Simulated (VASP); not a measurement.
Set up this calculation in VASP 6.6.1, as the native input.

```
Task                   : single point
Functional             : PBE
Potentials or basis    : VASP PAW PBE potentials, release 64 (Al, Ru_pv, N)
Cutoff                 : 520 eV
k mesh                 : 6 × 6 × 6
Occupations            : gaussian, width 0.1 eV
Spin                   : collinear spin, ferromagnetic start
Starting moments       : [0.0, 0.0, 1.0, 0.0, 0.0, 0.0] μB
Dipole correction      : no
Further INCAR settings : ALGO = Normal; EDIFF = 1e-06; NBANDS = 30
```

The structure of Al2RuN3 lies in POSCAR:

```
Al2RuN3
1.0
    5.1773175600      0.0000000000      0.0000000000
   -2.5886587800      4.4836885300      0.0000000000
    0.0000000000      0.0000000000      3.1940127500
Al Ru N
2 1 3
Direct
    0.3333333300      0.6666666700      0.5000000000
    0.6666666700      0.3333333300      0.5000000000
    0.0000000000      0.0000000000      0.5000000000
    0.5000000000      0.0000000000      0.5000000000
    0.0000000000      0.5000000000      0.5000000000
    0.5000000000      0.5000000000      0.5000000000
```

The cell was built from a structure type or drawn by symmetry, and may not be a known phase.

These files were run (other wordings do the same):

INCAR

```
ALGO     = Normal         # electronic algorithm
EDIFF    = 1E-6           # SCF threshold, eV
ENCUT    = 520            # plane-wave cutoff, eV
GGA      = PE             # functional
ISIF     = 2              # what is computed and relaxed
ISMEAR   = 0              # smearing method
ISPIN    = 2              # spin polarisation
LASPH    = True           # aspherical terms in the spheres
LCHARG   = True           # write CHGCAR
LELF     = True           # ELF
LMAXMIX  = 4              # l up to which the mixer works
LORBIT   = 11             # projections on sites
LREAL    = False          # projectors in reciprocal space
LVHAR    = True         
LWAVE    = False          # write WAVECAR
MAGMOM   = 0 0 1 0 0 0    # initial moments
NBANDS   = 30             # bands
NELM     = 150            # most SCF steps
PREC     = Accurate       # precision mode
SIGMA    = 0.1            # smearing width, eV
```

KPOINTS

```
k-points
0
Gamma
  6 6 6
```

Potentials or basis: VASP PAW PBE potentials, release 64 (Al, Ru_pv, N).

Run with:

```console
$ cat potpaw_PBE.64/Al/POTCAR potpaw_PBE.64/Ru_pv/POTCAR potpaw_PBE.64/N/POTCAR > POTCAR
$ mpirun -np 1 vasp_std > vasp.out
```

It gave:

```
Pressure                                              : 86.0 GPa
Net moment                                            : 2.50 μB per cell
Site moments                                          : Al +0.01; Ru +2.21; N +0.03 μB
Valence electrons inside the program's atomic spheres : Al 1.47; Ru 12.05; N 4.03
```

Caveat: the cell stands under pressure.

Run time: 2.6 min on 1 thread of Intel(R) Xeon(R) Platinum 8259CL CPU @ 2.50GHz (Skylake/Cascade Lake), with other jobs on the host, peak memory 0.27 GiB.
